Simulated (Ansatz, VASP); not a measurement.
# ZnS in VASP and in Ansatz

```
Zn S
1.0
     3.81100    0.00000    0.00000
    -1.90550    3.30042    0.00000
     0.00000    0.00000    6.42102
Zn S
2 2
Direct
  0.33333 0.66667 0.00000
  0.66667 0.33333 0.50000
  0.33333 0.66667 0.38500
  0.66667 0.33333 0.88500
```

Change from the starting cell: zz strain of +3 %, crystal datasets.

Alike in both runs: task electric field gradients; functional PBEsol; k mesh 8 × 8 × 5; occupations fermi-dirac, width 0.03 eV; no spin polarisation.

|  | VASP | Ansatz |
| --- | --- | --- |
| version | VASP 6.6.1 | Ansatz 0.2.0 |
| potentials or method | VASP PAW PBE potentials, release 64 (Zn, S), cutoff 520 eV | all-electron PAW with datasets made for the crystal, scalar-relativistic |

```csv
,VASP,Ansatz,Ansatz less VASP
gap on the k mesh at the Fermi level (eV),1.95,1.95,0.000
pressure (GPa),-2.8,-3.0,-0.17
"traceless stress, the component that is largest in VASP (GPa)",-3.06,-3.02,+0.042
rms of the force components (eV/Å),0.209,0.206,-0.0028
size of Vzz on the site where it differs most (V/Å²),30.7,29.0,-1.61
```

VASP's potentials were made for PBE, not for PBEsol. Atom by atom the forces differ by 0.003 eV/Å (rms over components). Ansatz ran all-electron here, and VASP with PAW potentials.
